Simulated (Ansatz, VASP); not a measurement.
**Si: VASP beside Ansatz**

File INCAR:

```
PREC = Accurate
ENCUT = 520
EDIFF = 1E-6
ISMEAR = 0
SIGMA = 0.01
LREAL = F
LASPH = T
NELM = 100
ALGO = Normal
ISIF = 2
LWAVE = F
LCHARG = F
NBANDS = 11
```

File KPOINTS:

```
Automatic mesh
0
Gamma
  8 8 8
```

POSCAR

```
Si
1.0
    2.6246204553      2.6246204553      0.0000000000
   -2.6246204553      2.6246204553      0.0000000000
    0.0000000000      2.6246204553      2.6246204553
Si
2
Direct
    0.2500000000      0.7500000000      0.5000000000
    0.0000000000      0.0000000000      0.0000000000
```

Input for Ansatz:

```yaml
crystal:
  lattice:
    - [2.6246204553, 2.6246204553, 0.0]
    - [-2.6246204553, 2.6246204553, 0.0]
    - [0.0, 2.6246204553, 2.6246204553]
  atoms:
    - { symbol: Si, position: [0.25, 0.75, 0.5] }
    - { symbol: Si, position: [0.0, 0.0, 0.0] }
kpoints:
  mp_grid: { grid: [8, 8, 8] }
scf:
  occupations: { method: fixed }
  convergence: { dr2_threshold: 1.0e-10 }
hamiltonian:
  xc: lda
  pseudopotentials: { kind: all_electron, lapw: { basis_error: 0.0005 } }
output:
  forces: true
  stress: true
  eigenstates:
    kpoints:
      - [0.0, 0.0, 0.0]
      - [0.423040134, -0.423040135, 0.0]
      - [0.423040134, 0.423040135, 0.423040134]
      - [0.0, 0.0, 0.423040134]
      - [-0.5, -0.5, -0.5]
      - [-0.5, 0.5, 0.0]
      - [0.0, 0.0, -0.5]
      - [0.0, -0.5, -0.5]
      - [0.0, 0.5, 0.0]
      - [-0.5, 0.0, 0.0]
      - [-0.5, 0.0, -0.5]
  eigenvalues: true
```

Alike in both runs: task single point; functional LDA; k mesh 8 × 8 × 8; no spin polarisation.

```csv
,VASP,Ansatz
version,VASP 6.6.1,Ansatz 0.2.0
potentials or method,"VASP PAW LDA potentials, release 64 (Si), cutoff 520 eV","all-electron LAPW, scalar-relativistic"
occupations,"gaussian, width 0.01 eV",fixed
```

|  | VASP | Ansatz | Ansatz less VASP |
| --- | --- | --- | --- |
| gap on the k mesh at the Fermi level (eV) | 0.34 | 0.35 | +0.006 |
| pressure (GPa) | 10.1 | 9.9 | -0.18 |

LDA's correlation is that of Perdew and Zunger in VASP and of Perdew and Wang (1992) in Ansatz. Ansatz ran all-electron here, and VASP with PAW potentials.
